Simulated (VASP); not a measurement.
# Ir (P6_3/mmc) in VASP: a series of runs, part 2 of 2

VASP 6.6.1. Earlier steps stand in the parts before.

## Step 4: Single point, PBE, collinear spin

This run uses another cell than the first one, of 14.53 Å³/atom.

Contents of INCAR:

```
SYSTEM = Ir
PREC = Accurate ; ENCUT = 500
EDIFF = 1E-6 ; ISMEAR = -1
SIGMA = 0.05 ; LREAL = .FALSE.
LASPH = .TRUE. ; NELM = 200
ALGO = Normal ; ISIF = 2
LWAVE = .FALSE. ; LCHARG = .FALSE.
ISPIN = 2 ; MAGMOM = 1 1 1 1
LORBIT = 11 ; LMAXMIX = 4
GGA = PE ; NBANDS = 30
GGA_COMPAT = .FALSE.
```

Contents of KPOINTS:

```
regular mesh
0
G
  17 17 5
  0 0 0
```

Contents of POSCAR:

```
Ir
1.0
    2.7381216068      0.0000000000      0.0000000000
   -1.3690608034      2.3712828701      0.0000000000
    0.0000000000      0.0000000000      8.9519176747
Ir
4
Direct
    1.0000000000      0.0000000000      0.0000000000
    1.0000000000      0.0000000000      0.5000000000
    0.3333333333      0.6666666667      0.2500000000
    0.6666666667      0.3333333333      0.7500000000
```

Potentials or basis: VASP PAW PBE potentials, release 64 (Ir).

Command:

```console
$ cat potpaw_PBE.64/Ir/POTCAR > POTCAR
$ mpirun -np 1 vasp_std > vasp.out
```

OUTCAR:

```text
SYSTEM = Ir
   PREC = Accurate
   ENCUT = 500
   EDIFF = 1E-6
   ISMEAR = -1
   LREAL = .FALSE.
   LASPH = .TRUE.
   NELM = 200
   ISIF = 2
   ISPIN = 2
   LORBIT = 11
   GGA = PE

 ion  position               nearest neighbor table
   1  0.000  0.000  0.000-   3 2.74   4 2.74   3 2.74   4 2.74   4 2.74   3 2.74
   2  0.000  0.000  0.500-   3 2.74   4 2.74   3 2.74   4 2.74   4 2.74   3 2.74
   3  0.333  0.667  0.250-   1 2.74   2 2.74   1 2.74   2 2.74   1 2.74   2 2.74
   4  0.667  0.333  0.750-   1 2.74   2 2.74   1 2.74   2 2.74   1 2.74   2 2.74

  LATTYP: Found a hexagonal cell.
 ALAT       =     2.7381216068
 C/A-ratio  =     3.2693645353

  Lattice vectors:

 A1 = (   2.7381216068,   0.0000000000,   0.0000000000)
 A2 = (  -1.3690608034,   2.3712828701,   0.0000000000)
 A3 = (   0.0000000000,   0.0000000000,   8.9519176747)

Analysis of symmetry for initial positions (statically):
=====================================================================
 Subroutine PRICEL returns:
 Original cell was already a primitive cell.

 Routine SETGRP: Setting up the symmetry group for a
 hexagonal supercell.

 Subroutine GETGRP returns: Found 24 space group operations
 (whereof 12 operations were pure point group operations)
 out of a pool of 24 trial point group operations.

The static configuration has the point symmetry D_3d.
 The point group associated with its full space group is D_6h.

Analysis of symmetry for dynamics (positions and initial velocities):
=====================================================================
 Subroutine PRICEL returns:
 Original cell was already a primitive cell.

 Routine SETGRP: Setting up the symmetry group for a
 hexagonal supercell.

 Subroutine GETGRP returns: Found 24 space group operations
 (whereof 12 operations were pure point group operations)
 out of a pool of 24 trial point group operations.

The dynamic configuration has the point symmetry D_3d.
 The point group associated with its full space group is D_6h.

Analysis of structural, dynamic, and magnetic symmetry:
[... 168 lines left out ...]
 val. band max:        9.9622305225   @ k =   0.2941   0.1176   0.0000
 cond. band min:       9.9680890493   @ k =   0.2941   0.0000   0.2000
 fundamental gap:      0.0058585268
 Fermi energy:         9.9630197026

 spin component 1

 k-point     1 :       0.0000    0.0000    0.0000
  band No.  band energies     occupation
      1      -0.8857      1.00000
      2       1.2719      1.00000
      3       1.2833      1.00000
      4       2.1250      1.00000
      5       5.7196      1.00000
      6       5.7544      1.00000
[... 781 lines left out ...]
     29      23.8876      0.00000
     30      24.8570      0.00000

 [... further k-points ...]

 spin component 2

 k-point     1 :       0.0000    0.0000    0.0000
  band No.  band energies     occupation
      1      -0.8857      1.00000
      2       1.2719      1.00000
      3       1.2833      1.00000
      4       2.1250      1.00000
      5       5.7196      1.00000
      6       5.7544      1.00000
[... 781 lines left out ...]
     29      23.8876      0.00000
     30      24.8570      0.00000

 [... further k-points ...]

------------------------ aborting loop because EDIFF is reached ----------------------------------------

  FORCE on cell =-STRESS in cart. coord.  units (eV):
  Direction    XX          YY          ZZ          XY          YZ          ZX
  --------------------------------------------------------------------------------------
  -------------------------------------------------------------------------------------
  Total        0.1622837      0.1622837      0.0206862      0.0000000      0.0000000      0.0000000
  in kB        4.4733532      4.4733532      0.5702155      0.0000000      0.0000000      0.0000000
  external PRESSURE =       3.1723073 kB  Pullay stress =       0.0000000 kB

 VOLUME and BASIS-vectors are now :
 -----------------------------------------------------------------------------
  energy-cutoff  :      500.00
  volume of cell :       58.12
      direct lattice vectors                 reciprocal lattice vectors
     2.738121607  0.000000000  0.000000000     0.365213874  0.210856329  0.000000000
    -1.369060803  2.371282870  0.000000000     0.000000000  0.421712657  0.000000000
     0.000000000  0.000000000  8.951917675     0.000000000  0.000000000  0.111707908

 POSITION                                       TOTAL-FORCE (eV/Angst)
 -----------------------------------------------------------------------------------
      0.00000      0.00000      0.00000        -0.000000      0.000000     -0.000000
      0.00000      0.00000      4.47596        -0.000000      0.000000     -0.000000
     -0.00000      1.58086      2.23798         0.000000     -0.000000     -0.000000
      1.36906      0.79043      6.71394        -0.000000      0.000000      0.000000
 -----------------------------------------------------------------------------------
    total drift:                                0.000000     -0.000000      0.000000

  FREE ENERGIE OF THE ION-ELECTRON SYSTEM (eV)
  ---------------------------------------------------
  free  energy   TOTEN  =       -35.2784433160 eV

  energy  without entropy=      -35.2462303029  energy(sigma->0) =      -35.26233681

 total charge

# of ion       s       p       d       tot
------------------------------------------
    1        0.657   0.707   6.939   8.303
    2        0.657   0.707   6.939   8.303
    3        0.657   0.711   6.946   8.314
    4        0.657   0.711   6.946   8.314
--------------------------------------------------
tot          2.628   2.835  27.771  33.235

 magnetization (x)

# of ion       s       p       d       tot
------------------------------------------
    1       -0.000  -0.000   0.000   0.000
    2       -0.000  -0.000   0.000   0.000
    3       -0.000  -0.000   0.000   0.000
    4       -0.000  -0.000   0.000   0.000
--------------------------------------------------
tot         -0.000  -0.000   0.000   0.000
```

It took 9.9 min on 1 thread of Oxide Virtual Turin-like, shared host; peak memory 0.31 GiB.

Results:

```yaml
Free_energy: -35.2784 eV
Pressure: 0.3 GPa
Band_gap_on_the_k_mesh: zero (filled and empty bands overlap)
Net_moment: 0.00 μB per cell
Valence_electrons_inside_the_program's_atomic_spheres: Ir 8.30, 8.31 (each value once)
```

Stress tensor (GPa, compression positive):
```
0.45 0.00 0.00
0.00 0.45 0.00
0.00 0.00 0.06
```

Caveat: spin-orbit coupling is left out, which moves the levels of the heavy elements.

## Step 5: Summary

```csv
cell,k mesh,cutoff (eV),gap on the mesh (eV),pressure (GPa),moment (μB)
"a = 2.844, b = 2.844, c = 9.297 Å, angles 90.0, 90.0, 120.0°, 4 atoms",17 × 17 × 5,520,none,-29.1,0.00
"a = 2.844, b = 2.844, c = 9.297 Å, angles 90.0, 90.0, 120.0°, 4 atoms",15 × 15 × 4,500,none,-29.2,0.00
"a = 2.738, b = 2.738, c = 8.952 Å, angles 90.0, 90.0, 120.0°, 4 atoms",17 × 17 × 5,500,none,0.3,0.00
```

Alike in all rows: task single point; level PBE; potentials or basis VASP PAW PBE potentials, release 64 (Ir); spin collinear; smearing fermi-dirac 0.05 eV.

Caveats: spin-orbit coupling is left out, which moves the levels of the heavy elements; the cell stands under tension (at least some runs).

Total energies depend on the potentials used, so only differences within one code and one set of settings carry meaning.
